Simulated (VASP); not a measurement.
# Si (I4/mmm) in VASP: settings compared

Si is run at these levels: LDA, PBEsol; tasks: single point.

All numbers are computed with VASP 6.6.1; they aren't measurements. Logs are shortened: lines on timing, memory, paths and dates and some standing lists are left out, and cuts for length are marked.

## (1) The cell of the first run

Symmetry: I4/mmm, No. 139, tetragonal system. Conventional cell: a = 6.515 Å, b = 6.515 Å, c = 3.766 Å, α = 90.00°, β = 90.00°, γ = 90.00°. Si (site symmetry m2m) has 4 Si at 2.30 to 2.33 Å within 3.0 Å.

## (2) Single point, LDA

File INCAR:

```
PREC = Accurate
ENCUT = 520
EDIFF = 1E-7
ISMEAR = -1
SIGMA = 0.05
LREAL = F
LASPH = T
NELM = 80
ALGO = Normal
ISIF = 2
LWAVE = F
LCHARG = F
GGA = CA
NBANDS = 16
```

File KPOINTS:

```
regular mesh
0
Gamma
  8 8 8
```

File POSCAR:

```
Si
1.0
   -3.2575590318      3.2575590318      1.8831422881
    3.2575590318     -3.2575590318      1.8831422881
    3.2575590318      3.2575590318     -1.8831422881
Si
4
Direct
    0.8211989400      0.1788010600      0.0000000000
    0.1788010600      0.8211989400      0.0000000000
    0.8211989400      0.8211989400      0.6423978800
    0.1788010600      0.1788010600      0.3576021200
```

Potentials or basis: VASP PAW LDA potentials, release 64 (Si).

Run with:

```console
cat potpaw_LDA.64/Si/POTCAR > POTCAR
mpirun -np 1 vasp_std > vasp.out
```

OUTCAR:

```text
PREC = Accurate
   ENCUT = 520
   EDIFF = 1E-7
   ISMEAR = -1
   LREAL = F
   LASPH = T
   NELM = 80
   ISIF = 2
   GGA = CA

 ion  position               nearest neighbor table
   1  0.821  0.179  0.000-   2 2.30   2 2.30   4 2.33   3 2.33
   2  0.179  0.821  0.000-   1 2.30   1 2.30   4 2.33   3 2.33
   3  0.821  0.821  0.642-   4 2.30   4 2.30   1 2.33   2 2.33
   4  0.179  0.179  0.358-   3 2.30   3 2.30   2 2.33   1 2.33

  LATTYP: Found a body centered tetragonal cell.
 ALAT       =     6.5151180636
 C/A-ratio  =     0.5780838566

  Lattice vectors:

 A1 = (  -3.2575590318,   3.2575590318,   1.8831422881)
 A2 = (   3.2575590318,  -3.2575590318,   1.8831422881)
 A3 = (   3.2575590318,   3.2575590318,  -1.8831422881)

Analysis of symmetry for initial positions (statically):
=====================================================================
 Subroutine PRICEL returns:
 Original cell was already a primitive cell.

 Routine SETGRP: Setting up the symmetry group for a
 body centered tetragonal supercell.

 Subroutine GETGRP returns: Found 16 space group operations
 (whereof 16 operations were pure point group operations)
 out of a pool of 16 trial point group operations.

The static configuration has the point symmetry D_4h.

Analysis of symmetry for dynamics (positions and initial velocities):
=====================================================================
 Subroutine PRICEL returns:
 Original cell was already a primitive cell.

 Routine SETGRP: Setting up the symmetry group for a
 body centered tetragonal supercell.

 Subroutine GETGRP returns: Found 16 space group operations
 (whereof 16 operations were pure point group operations)
 out of a pool of 16 trial point group operations.

The dynamic configuration has the point symmetry D_4h.

 Subroutine INISYM returns: Found 16 space group operations
 (whereof 16 operations are pure point group operations),
 and found     1 'primitive' translations

----------------------------------------------------------------------------------------

                                     Primitive cell

  volume of cell :      79.9333

  direct lattice vectors                    reciprocal lattice vectors
    -3.257559032  3.257559032  1.883142288     0.000000000  0.153489160  0.265513659
     3.257559032 -3.257559032  1.883142288     0.153489160  0.000000000  0.265513659
     3.257559032  3.257559032 -1.883142288     0.153489160  0.153489160  0.000000000

  length of vectors
     4.976907330  4.976907330  4.976907330     0.306686201  0.306686201  0.217066452

  position of ions in fractional coordinates (direct lattice)
     0.821198940  0.178801060  0.000000000
     0.178801060  0.821198940  0.000000000
     0.821198940  0.821198940  0.642397880
     0.178801060  0.178801060  0.357602120

  ion indices of the primitive-cell ions
   primitive index   ion index
                 1           1
                 2           2
                 3           3
                 4           4

----------------------------------------------------------------------------------------

 KPOINTS: regular mesh

Automatic generation of k-mesh.
 Grid dimensions read from file:
 generate k-points for:    8    8    8

 Generating k-lattice:

  Cartesian coordinates                     Fractional coordinates (reciprocal lattice)
     0.000000000  0.019186145  0.033189207     0.125000000  0.000000000 -0.000000000
     0.019186145  0.000000000  0.033189207     0.000000000  0.125000000 -0.000000000
     0.019186145  0.019186145  0.000000000     0.000000000  0.000000000  0.125000000

  Length of vectors
     0.038335775  0.038335775  0.027133306

  Shift w.r.t. Gamma in fractional coordinates (k-lattice)
     0.000000000  0.000000000  0.000000000

 Subroutine IBZKPT returns following result:
 ===========================================

 Found     59 irreducible k-points:

 Following reciprocal coordinates:
            Coordinates               Weight
  0.000000  0.000000  0.000000      1.000000
  0.125000  0.000000  0.000000      8.000000
  0.250000  0.000000  0.000000      8.000000
  0.375000  0.000000  0.000000      8.000000
  0.500000  0.000000  0.000000      4.000000
  0.125000  0.125000  0.000000      8.000000
[... 16 lines left out ...]
  0.250000  0.125000  0.125000     16.000000
  0.375000  0.125000  0.125000      8.000000
 [... further k-points ...]
   k-points           NKPTS =     59   k-points in BZ     NKDIM =     59   number of bands    NBANDS=     16
   number of dos      NEDOS =    301   number of ions     NIONS =      4
   total plane-waves  NPLWV =  64000
   dimension x,y,z NGX =    40 NGY =   40 NGZ =   40
   dimension x,y,z NGXF=    80 NGYF=   80 NGZF=   80
   ions per type =               4
   NGX,Y,Z   is equivalent  to a cutoff of  13.36, 13.36, 13.36 a.u.
   NGXF,Y,Z  is equivalent  to a cutoff of  26.72, 26.72, 26.72 a.u.
 SYSTEM =  unknown system
   PREC   = accura    normal or accurate (medium, high low for compatibility)
   ISTART =      0    job   : 0-new  1-cont  2-samecut
   ICHARG =      2    charge: 1-file 2-atom 10-const
   ISPIN  =      1    spin polarized calculation?
   LNONCOLLINEAR =      F non collinear calculations
   LSORBIT =      F    spin-orbit coupling
   LASPH  =      T    aspherical Exc in radial PAW
   ENCUT  =  520.0 eV  38.22 Ry    6.18 a.u.   9.25  9.25  9.25*2*pi/ulx,y,z
   NELM   =     80;   NELMIN=  2; NELMDL= -5     # of ELM steps
   EDIFF  = 0.1E-06   stopping-criterion for ELM
   LREAL  =      F    real-space projection
   EDIFFG = 0.1E-05   stopping-criterion for IOM
   NSW    =      0    number of steps for IOM
   IBRION =     -1    ionic relax: 0-MD 1-quasi-New 2-CG
   NFREE  =      0    steps in history (QN), initial steepest desc. (CG)
   ISIF   =      2    stress and relaxation
   ISYM   =      2    0-nonsym 1-usesym 2-fastsym
   POTIM  = 0.5000    time-step for ionic-motion
   TEBEG  =    0.0;   TEEND  =   0.0 temperature during run
   PSTRESS=    0.0 pullay stress
   NELECT =      16.0000    total number of electrons
   NUPDOWN=      -1.0000    fix difference up-down
   EMIN   =  10.00;   EMAX   =-10.00  energy-range for DOS
   EFERMI =   0.00;   METHOD = LEGACY
   ISMEAR =    -1;   SIGMA  =   0.05  broadening in eV -4-tet -1-fermi 0-gaus
   EFERMI_NEDOS =   21; number of points for ismear=-14 and -15
   IALGO  =     38    algorithm
   IMIX   =      4    mixing-type and parameters
     AMIX     =   0.40;   BMIX     =  1.00
     AMIX_MAG =   1.60;   BMIX_MAG =  1.00
  volume/ion in A,a.u.               =      19.98       134.85
  Fermi-wavevector in a.u.,A,eV,Ry     =   0.957647  1.809691 12.477744  0.917088
  Thomas-Fermi vector in A             =   2.086684
   LORBIT       =      0    0 simple, 1 ext, 2 COOP (PROOUT), +10 PAW based schemes
   GGA     = CA    functional components
   LHFCALC =     F    Hartree Fock is set to
   AEXX    =    0.0000 exact exchange contribution
   IVDW    =     0    specifies the selected vdW correction
   LEPSILON=     F    determine dielectric tensor
   LRPA    =     F    only Hartree local field effects (RPA)
 non-spin polarized calculation
  energy-cutoff  :      520.00
  volume of cell :       79.93
 maximum number of plane-waves:      2171
 NGX is ok and might be reduce to    40
   NGX = 19   NGY = 19   NGZ = 19

 number of electron      16.0000000 magnetization

 Free energy of the ion-electron system (eV)
  ---------------------------------------------------
  ext. energy  EPLUGINS =         0.00000000
  ---------------------------------------------------
  free energy    TOTEN  =       -23.34129908 eV

  energy without entropy =      -23.34035047  energy(sigma->0) =      -23.34082477

 E-fermi :   6.0334     XC(G=0):  -9.5366

 val. band max:        6.0209114654   @ k =   0.5000   0.5000   0.5000
 cond. band min:       6.0554375931   @ k =  -0.1250  -0.1250   0.1250
 fundamental gap:      0.0345261276
 Fermi energy:         6.0333882601

 k-point     1 :       0.0000    0.0000    0.0000
  band No.  band energies     occupation
      1      -6.4676      2.00000
      2      -1.9619      2.00000
      3       0.2696      2.00000
      4       0.2696      2.00000
      5       1.9881      2.00000
      6       4.4561      2.00000
[... 8 lines left out ...]
     15      11.3568      0.00000
     16      12.8105      0.00000

 k-point     2 :       0.1250    0.0000    0.0000
  band No.  band energies     occupation
      1      -6.2858      2.00000
      2      -2.0070      2.00000
      3       0.0427      2.00000
      4       0.5444      2.00000
      5       2.1543      2.00000
      6       3.5051      2.00000
[... 8 lines left out ...]
     15      10.7417      0.00000
     16      13.7261      0.00000

 k-point     3 :       0.2500    0.0000    0.0000
  band No.  band energies     occupation
      1      -5.7556      2.00000
      2      -1.9995      2.00000
      3      -0.6136      2.00000
      4       0.7750      2.00000
      5       2.1313      2.00000
      6       2.3733      2.00000
[... 8 lines left out ...]
     15      11.9458      0.00000
     16      12.2448      0.00000

 k-point     4 :       0.3750    0.0000    0.0000
  band No.  band energies     occupation
      1      -4.9558      2.00000
      2      -1.8104      2.00000
      3      -1.7131      2.00000
      4       0.1544      2.00000
      5       1.5066      2.00000
      6       2.3295      2.00000
[... 8 lines left out ...]
     15      12.4402      0.00000
     16      13.3962      0.00000

 k-point     5 :       0.5000    0.0000    0.0000
  band No.  band energies     occupation
      1      -4.3643      2.00000
      2      -2.4763      2.00000
      3      -1.6206      2.00000
      4      -0.2883      2.00000
      5       1.3823      2.00000
      6       2.2716      2.00000
[... 8 lines left out ...]
     15      11.5011      0.00000
     16      13.6942      0.00000

 k-point     6 :       0.1250    0.1250    0.0000
  band No.  band energies     occupation
      1      -5.8424      2.00000
      2      -1.7904      2.00000
      3       0.0710      2.00000
      4       0.0789      2.00000
      5       2.0351      2.00000
      6       2.6062      2.00000
[... 8 lines left out ...]
     15      11.6381      0.00000
     16      12.8327      0.00000
[... 267 lines left out ...]
 k-point    21 :       0.5000    0.5000    0.0000
  band No.  band energies     occupation
      1      -5.3999      2.00000
      2      -4.4295      2.00000
      3       0.5230      2.00000
      4       0.9769      2.00000
      5       2.9669      2.00000
      6       3.8953      2.00000
[... 8 lines left out ...]
     15      11.8324      0.00000
     16      13.6653      0.00000

 k-point    22 :       0.1250    0.1250    0.1250
  band No.  band energies     occupation
      1      -5.5893      2.00000
      2      -2.6235      2.00000
      3       0.0732      2.00000
      4       0.1307      2.00000
      5       2.3838      2.00000
      6       2.6538      2.00000
[... 8 lines left out ...]
     15      11.8535      0.00000
     16      12.7172      0.00000

 k-point    23 :       0.2500    0.1250    0.1250
  band No.  band energies     occupation
      1      -4.8264      2.00000
      2      -2.4736      2.00000
      3      -1.1517      2.00000
      4      -0.3761      2.00000
      5       1.9731      2.00000
      6       2.8734      2.00000
[... 8 lines left out ...]
     15      13.0424      0.00000
     16      13.9565      0.00000

 k-point    24 :       0.3750    0.1250    0.1250
  band No.  band energies     occupation
      1      -4.3044      2.00000
      2      -2.3391      2.00000
      3      -1.8912      2.00000
      4      -0.7465      2.00000
      5       1.8856      2.00000
      6       2.9901      2.00000
[... 8 lines left out ...]
     15      13.4346      0.00000
     16      14.5330      0.00000

 [... further k-points ...]

------------------------ aborting loop because EDIFF is reached ----------------------------------------

  FORCE on cell =-STRESS in cart. coord.  units (eV):
  Direction    XX          YY          ZZ          XY          YZ          ZX
  --------------------------------------------------------------------------------------
  -------------------------------------------------------------------------------------
  Total        1.9426154      1.9426154      2.0048477      0.0000000     -0.0000000      0.0000000
  in kB       38.9376460     38.9376460     40.1850252      0.0000000     -0.0000000      0.0000000
  external PRESSURE =      39.3534391 kB  Pullay stress =       0.0000000 kB

 VOLUME and BASIS-vectors are now :
 -----------------------------------------------------------------------------
  energy-cutoff  :      520.00
  volume of cell :       79.93
      direct lattice vectors                 reciprocal lattice vectors
    -3.257559032  3.257559032  1.883142288     0.000000000  0.153489160  0.265513659
     3.257559032 -3.257559032  1.883142288     0.153489160  0.000000000  0.265513659
     3.257559032  3.257559032 -1.883142288     0.153489160  0.153489160  0.000000000

 POSITION                                       TOTAL-FORCE (eV/Angst)
 -----------------------------------------------------------------------------------
     -2.09265      2.09265      1.88314         0.048917     -0.048917      0.000000
      2.09265     -2.09265      1.88314        -0.048917      0.048917      0.000000
      2.09265      2.09265      1.88314        -0.048917     -0.048917     -0.000000
      1.16491      1.16491     -0.00000         0.048917      0.048917      0.000000
 -----------------------------------------------------------------------------------
    total drift:                               -0.000000     -0.000000      0.000000

  FREE ENERGIE OF THE ION-ELECTRON SYSTEM (eV)
  ---------------------------------------------------
  free  energy   TOTEN  =       -23.3412990766 eV

  energy  without entropy=      -23.3403504709  energy(sigma->0) =      -23.34082477
```

Run time: 73 s. Hardware: 1 thread of Intel Xeon 8259CL, shared host; peak memory 0.21 GiB.

Results:

```
Free energy            : -23.3413 eV
Pressure               : 3.9 GPa
Largest force          : 0.069 eV/Å
Band gap on the k mesh : 0.03 eV (least direct gap 0.21 eV)
```

Forces on the atoms (eV/Å):
```
Si   0.049 -0.049  0.000
Si  -0.049  0.049  0.000
Si  -0.049 -0.049  0.000
Si   0.049  0.049  0.000
```

Caveat: the cell stands under pressure; semilocal functionals underestimate gaps, and a narrow one can read as zero. A k mesh can miss the band edges.

## (3) Single point, PBEsol

File INCAR:

```
SYSTEM = Si
PREC = Accurate
ENCUT = 520
EDIFF = 1E-6
ISMEAR = -1
SIGMA = 0.05
LREAL = .False.
LASPH = .True.
NELM = 80
ALGO = Normal
ISIF = 2
LWAVE = .False.
LCHARG = .False.
GGA = PS
NBANDS = 16
```

File KPOINTS:

```
regular mesh
0
Gamma
  8 8 8
  0 0 0
```

POSCAR is that of step 2.

Potentials or basis: VASP PAW PBE potentials, release 64 (Si).

Run with:

```console
cat potpaw_PBE.64/Si/POTCAR > POTCAR
mpirun -np 1 vasp_std > vasp.out
```

It took 2.1 min on 1 thread of Intel Xeon 8259CL, shared host; peak memory 0.25 GiB.

It converged, with:

```yaml
Free_energy: -22.4615 eV
Pressure: 5.8 GPa
Largest_force: 0.082 eV/Å
Band_gap_on_the_k_mesh: 0.01 eV (least direct gap 0.20 eV)
```

Forces in eV/Å, atoms in the order of the input:
```
Si   0.058 -0.058  0.000
Si  -0.058  0.058  0.000
Si  -0.058 -0.058  0.000
Si   0.058  0.058  0.000
```

Stress tensor (GPa, compression positive):
```
5.68 0.00 0.00
0.00 5.68 0.00
0.00 0.00 5.95
```

Levels at points of the mesh, in eV from the valence-band top:
```csv
k point,band 4,band 5,band 6,band 7,band 8,band 9,band 10,band 11,band 12,band 13
"(0.00, 0.00, 0.00)",-5.77,-4.07,-1.58,-1.58,-0.63,1.28,1.66,1.66,2.23,2.23
"(0.50, 0.00, 0.00)",-6.33,-4.68,-3.78,-2.58,-1.52,0.63,2.37,2.89,3.38,4.29
"(0.50, 0.50, 0.00)",-5.06,-3.09,-2.15,-2.07,-1.73,1.55,1.81,1.89,4.04,4.32
"(0.50, 0.50, 0.50)",-5.44,-3.14,-0.23,0.00,0.00,0.20,3.54,3.87,4.07,4.50
```

Caveat: the cell stands under pressure; the smearing spreads over this small gap; semilocal functionals underestimate gaps, and a narrow one can read as zero; the PAW data sets were made with another functional, which shifts forces and pressure a little. A k mesh can miss the band edges.

## (4) Single point, LDA

This run uses another cell than the first one, of 20.41 Å³/atom.

File INCAR:

```
SYSTEM = Si
  PREC = Accurate
  ENCUT = 520
  EDIFF = 1E-6
  ISMEAR = -1
  SIGMA = 0.05
  LREAL = .FALSE.
  LASPH = .TRUE.
  NELM = 80
  ALGO = Normal
  ISIF = 2
  LWAVE = .FALSE.
  LCHARG = .TRUE.
  GGA = CA
  LELF = .TRUE.
  LVHAR = .TRUE.
  NBANDS = 16
```

File KPOINTS:

```
Automatic mesh
0
G
  8 8 8
  0 0 0
```

File POSCAR:

```
Si
1.0
   -3.2805003442      3.2805003442      1.8964042905
    3.2805003442     -3.2805003442      1.8964042905
    3.2805003442      3.2805003442     -1.8964042905
Si
4
Direct
    0.8211989400      0.1788010600      0.0000000000
    0.1788010600      0.8211989400      0.0000000000
    0.8211989400      0.8211989400      0.6423978800
    0.1788010600      0.1788010600      0.3576021200
```

Potentials or basis: VASP PAW LDA potentials, release 64 (Si).

Run with:

```console
cat potpaw_LDA.64/Si/POTCAR > POTCAR
mpirun -np 1 vasp_std > vasp.out
```

It took 2.3 min on 1 thread of Intel Xeon 8259CL, shared host; peak memory 0.21 GiB.

The run converged. Its results:

```
Free energy            : -23.3718 eV
Pressure               : 1.8 GPa
Largest force          : 0.038 eV/Å
Band gap on the k mesh : 0.10 eV (least direct gap 0.24 eV)
```

Forces in eV/Å, atoms in the order of the input:
```
Si   0.027 -0.027  0.000
Si  -0.027  0.027  0.000
Si  -0.027 -0.027  0.000
Si   0.027  0.027  0.000
```

Levels at points of the mesh, in eV from the valence-band top:
| k point | band 6 | band 7 | band 8 | band 9 | band 10 | band 11 |
| --- | --- | --- | --- | --- | --- | --- |
| (0.00, 0.00, 0.00) | -1.54 | -1.54 | -0.59 | 1.34 | 1.60 | 1.60 |
| (0.50, 0.00, 0.00) | -3.67 | -2.49 | -1.47 | 0.68 | 2.35 | 2.91 |
| (0.50, 0.50, 0.00) | -2.08 | -2.00 | -1.68 | 1.55 | 1.83 | 1.87 |
| (0.50, 0.50, 0.50) | -0.22 | 0.00 | 0.00 | 0.24 | 3.51 | 3.55 |

Caveat: semilocal functionals underestimate gaps, and a narrow one can read as zero.

## (5) Summary

| level | potentials or basis | cell | gap on the mesh (eV) | pressure (GPa) | largest force (eV/Å) |
| --- | --- | --- | --- | --- | --- |
| LDA | VASP PAW LDA potentials, release 64 (Si) | a = 4.977 Å, angles 98.2, 98.2, 135.5°, 4 atoms | 0.03 | 3.9 | 0.07 |
| PBEsol | VASP PAW PBE potentials, release 64 (Si) | a = 4.977 Å, angles 98.2, 98.2, 135.5°, 4 atoms | 0.01 | 5.8 | 0.08 |
| LDA | VASP PAW LDA potentials, release 64 (Si) | a = 5.012 Å, angles 98.2, 98.2, 135.5°, 4 atoms | 0.10 | 1.8 | 0.04 |

Alike in all rows: task single point; no spin polarisation; k mesh 8 × 8 × 8; cutoff (eV) 520; smearing fermi-dirac 0.05 eV.

Caveats: semilocal functionals underestimate gaps, and a narrow one can read as zero; the cell stands under pressure (at least some runs); the smearing spreads over this small gap (at least some runs); the PAW data sets were made with another functional, which shifts forces and pressure a little (at least some runs).

Total energies depend on the potentials used, so only differences within one code and one set of settings carry meaning.

The gap in the log of VASP goes by the Fermi energy; the results here count the filled bands.